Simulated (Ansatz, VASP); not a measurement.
**SiC in VASP and in Ansatz**

Contents of INCAR:

```
SYSTEM = SiC
PREC = Accurate ; ENCUT = 600
EDIFF = 1E-6 ; ISMEAR = 0
SIGMA = 0.02 ; LREAL = .FALSE.
LASPH = .TRUE. ; NELM = 120
ALGO = Normal ; ISIF = 2
LWAVE = .FALSE. ; LCHARG = .TRUE.
GGA = PE ; IVDW = 12
LELF = .TRUE. ; LVHAR = .TRUE.
NBANDS = 11 ; GGA_COMPAT = .FALSE.
```

File KPOINTS:

```
Automatic mesh
0
G
  12 12 12
  0 0 0
```

Contents of POSCAR:

```
SiC
1.0
    0.0000000000      2.1743829907      2.1743829907
    2.1743829907      0.0000000000      2.1743829907
    2.1743829907      2.1743829907      0.0000000000
Si C
1 1
Direct
    0.0000000000      0.0000000000      0.0000000000
    0.2500000000      0.2500000000      0.2500000000
```

Input for Ansatz:

```yaml
crystal:
  lattice:
    - [0.0, 2.1743829907, 2.1743829907]
    - [2.1743829907, 0.0, 2.1743829907]
    - [2.1743829907, 2.1743829907, 0.0]
  atoms:
    - { symbol: Si, position: [0.0, 0.0, 0.0] }
    - { symbol: C, position: [0.25, 0.25, 0.25] }
basis:
  ecutwfc: 420
kpoints:
  mp_grid: { grid: [12, 12, 12] }
  band_path:
    path:
      - [[0.0, 0.0, 0.0], [-0.5, -0.5, 0.0], [-0.375, -0.375, 0.25]]
      - [[-0.375, 0.0, 0.375], [0.0, 0.0, 0.0], [0.0, 0.0, 0.5], [-0.5, -0.25, 0.25], [-0.5, -0.5, 0.0]]
    npoints: 10
hamiltonian:
  xc: pbe
  dispersion: d3bj
  pseudopotentials: { kind: paw, azcp: { folder: soft_1 } }
scf:
  occupations: { method: gaussian, width: 0.02 }
  n_extra_bands: 7
output:
  forces: true
  stress: true
  eigenvalues: true
```

Alike in both runs: task single point; functional PBE; dispersion D3(BJ); k mesh 12 × 12 × 12; occupations gaussian, width 0.02 eV; no spin polarisation.

|  | VASP | Ansatz |
| --- | --- | --- |
| version | VASP 6.6.1 | Ansatz 0.2.0 |
| potentials or method | VASP PAW PBE potentials, release 64 (Si, C), cutoff 600 eV | scalar-relativistic, plane waves, PAW |
| valence electrons in the cell | 8 | 8 |

|  | VASP | Ansatz | Ansatz less VASP |
| --- | --- | --- | --- |
| gap on the k mesh at the Fermi level (eV) | 1.35 | 1.35 | +0.003 |
| least direct gap on the mesh (eV) | 4.55 | 4.56 | +0.008 |
| pressure (GPa) | -0.2 | 0.0 | +0.20 |
